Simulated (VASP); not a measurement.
W, 2 atoms in the cell. It takes space group I4/mmm (No. 139, tetragonal). Conventional cell: a = 3.120 Å, b = 3.120 Å, c = 3.239 Å, α = 90.00°, β = 90.00°, γ = 90.00°. W (site symmetry 4/mmm) has 14 W at 2.74 to 3.24 Å within 3.6 Å.  This cell differs from its parent crystal: biaxial strain in the a-b plane: -2.0 %, then relaxed in part.

* Program: VASP 6.6.1
* Task: single point
* Functional: PBE
* Potentials or basis: VASP PAW PBE potentials, release 64 (W_sv)
* Cutoff: 520 eV
* k mesh: 16 × 16 × 16
* Occupations: gaussian, width 0.1 eV
* Spin: no spin polarisation
* Dipole correction: no
* Further INCAR settings: ALGO = Fast; EDIFF = 1e-07; NBANDS = 21

Potentials or basis: VASP PAW PBE potentials, release 64 (W_sv).

The run is started by

```sh
$ cat potpaw_PBE.64/W_sv/POTCAR > POTCAR
$ mpirun -np 1 vasp_std > vasp.out
```

Hardware: 1 thread of AMD EPYC 9R45 96-Core Processor (Zen 5), with other jobs on the host.

Problem. How long does it take, and how much memory?

Solution. Wall time 2.2 min on 1 thread of AMD EPYC 9R45 96-Core Processor (Zen 5), with other jobs on the host, peak memory 0.28 GiB. Counts: scf iterations 15, k points 405.
